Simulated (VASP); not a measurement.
A run of VASP 6.6.1:

File INCAR:

```
PREC     = Accurate       # precision mode
ENCUT    = 520            # plane-wave cutoff, eV
EDIFF    = 1E-6           # SCF threshold, eV
ISMEAR   = 1              # smearing method
SIGMA    = 0.1            # smearing width, eV
LREAL    = False          # projectors in reciprocal space
LASPH    = True           # aspherical terms in the spheres
NELM     = 60             # most SCF steps
ALGO     = Normal         # electronic algorithm
ISIF     = 2              # what is computed and relaxed
LWAVE    = False          # write WAVECAR
LCHARG   = True           # write CHGCAR
GGA      = PS             # functional
LELF     = True           # ELF
LVHAR    = True         
NBANDS   = 22             # bands
```

The input KPOINTS:

```
Automatic mesh
0
Gamma
  8 8 11
```

File POSCAR:

```
Hf
1.0
    4.9174433526      0.0000000000      0.0000000000
   -2.4587216763      4.2586308650      0.0000000000
    0.0000000000      0.0000000000      3.0626115559
Hf
3
Direct
    0.6666666667      0.3333333333      0.5000000000
    0.3333333333      0.6666666667      0.5000000000
    0.0000000000      0.0000000000      0.0000000000
```

Potentials or basis: VASP PAW PBE potentials, release 64 (Hf_pv).

Run with:

```bash
$ cat potpaw_PBE.64/Hf_pv/POTCAR > POTCAR
$ mpirun -np 1 vasp_std > vasp.out
```

Hardware: 1 thread of AMD EPYC 7R43 64-Core Processor (Zen 3) (shared host).

Q: How long does it take, and how much memory?

A: Wall time 60 s on 1 thread of AMD EPYC 7R43 64-Core Processor (Zen 3), with other jobs on the host, peak memory 0.18 GiB. Counts: scf iterations 12, k points 60.
